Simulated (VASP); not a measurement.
Write the native input for VASP 6.6.1 that does the following.

* Task: single point
* Functional: PBEsol
* Potentials or basis: VASP PAW PBE potentials, release 64 (Sr_sv)
* Cutoff: 520 eV
* k mesh: 16 × 16 × 16
* Occupations: gaussian, width 0.15 eV
* Spin: no spin polarisation
* Dipole correction: no
* Further INCAR settings: ALGO = Fast; EDIFF = 1e-06; NBANDS = 11

The structure of Sr lies in POSCAR:

```
Sr
1.0
   -2.3491685674      2.3491685674      2.5840854242
    2.3491685674     -2.3491685674      2.5840854242
    2.3491685674      2.3491685674     -2.5840854242
Sr
1
Direct
    0.0000000000      0.0000000000      0.0000000000
```

This cell differs from its parent crystal: ratio of the length along z to the lengths across it x 1.1, volume and fractional coordinates fixed.

One way to write it, as run:

INCAR

```
PREC = Accurate
ENCUT = 520
EDIFF = 1E-6
ISMEAR = 0
SIGMA = 0.15
LREAL = False
LASPH = True
NELM = 100
ALGO = Fast
ISIF = 2
LWAVE = False
LCHARG = False
GGA = PS
NBANDS = 11
```

KPOINTS

```
regular mesh
0
Gamma
  16 16 16
```

Potentials or basis: VASP PAW PBE potentials, release 64 (Sr_sv).

Launch:

```bash
$ cat potpaw_PBE.64/Sr_sv/POTCAR > POTCAR
$ mpirun -np 1 vasp_std > vasp.out
```

Results of the run:

* Pressure: -1.1 GPa
* Band gap on the k mesh: zero (bands 5 and 6 overlap by 0.27 eV)

Caveat: the PAW data sets were made with another functional, which shifts forces and pressure a little.

Wall time 2.1 min on 1 thread of Oxide Virtual Turin-like Processor (shared host), peak memory 0.31 GiB.
